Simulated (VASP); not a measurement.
Set up this calculation in VASP 6.6.1, as the native input.

```yaml
Task: relaxation of cell and atoms
Functional: PBE
Potentials_or_basis: VASP PAW PBE potentials, release 64 (Pr_3, H, Rh_pv), 4f in core
Cutoff: 500 eV
k_mesh: 10 × 10 × 6
Occupations: gaussian, width 0.1 eV
Spin: no spin polarisation
Dipole_correction: no
Further_INCAR_settings: ALGO = Normal; EDIFF = 1e-07; IBRION = 2; EDIFFG = -0.01; NSW = 100; ISIF = 3
```

The structure of PrHRh3 lies in POSCAR:

```
PrHRh3
1.0
    3.5242147169      0.0000000000      0.0000000000
    0.0000000000      3.5242147169      0.0000000000
    0.0000000000      0.0000000000      6.1387526395
Pr H Rh
1 1 3
Direct
    0.5000000000      0.5000000000      0.5000000000
    0.0000000000      0.0000000000      0.5000000000
    0.5000000000      0.5000000000      0.0000000000
    0.0000000000      0.0000000000      0.7979224083
    0.0000000000      0.0000000000      0.2020775917
```

The cell was generated, and may not be a known phase.

One way to write it, as run:

INCAR

```
  PREC = Accurate
  ENCUT = 500
  EDIFF = 1E-7
  ISMEAR = 0
  SIGMA = 0.1
  LREAL = F
  LASPH = T
  NELM = 200
  ALGO = Normal
  ISIF = 3
  LWAVE = F
  LCHARG = F
  GGA = PE
  IBRION = 2
  NSW = 100
  EDIFFG = -0.01
  GGA_COMPAT = F
  NELMIN = 4
  LMAXMIX = 6
```

KPOINTS

```
regular mesh
0
Gamma
  10 10 6
```

Potentials or basis: VASP PAW PBE potentials, release 64 (Pr_3, H, Rh_pv), 4f in core.

Command:

```sh
$ cat potpaw_PBE.64/Pr_3/POTCAR potpaw_PBE.64/H/POTCAR potpaw_PBE.64/Rh_pv/POTCAR > POTCAR
$ mpirun -np 1 vasp_std > vasp.out
```

It gave:

```json
{
 "Relaxed volume": "15.23 Å³/atom",
 "Relaxed cell": "a = 3.521 Å, b = 3.521 Å, c = 6.142 Å, α = 90.00°, β = 90.00°, γ = 90.00°",
 "Space group after relaxing (to 0.1 Å)": "P4/mmm (No. 123)",
 "Energy gained by relaxing": "0.1 meV/atom",
 "Ionic steps": "5",
 "Pressure after relaxing": "0.0 GPa",
 "Band gap on the k mesh": "zero (an odd number of electrons rules out a gap without spin polarisation)"
}
```

Caveat: spin-orbit coupling is left out, which moves the levels of the heavy elements; the 4f electrons are frozen in the core, so they carry no moment and show no levels.

It took 9.1 min on 1 thread of Intel(R) Xeon(R) Platinum 8488C (Sapphire Rapids) (shared host), peak memory 0.33 GiB.
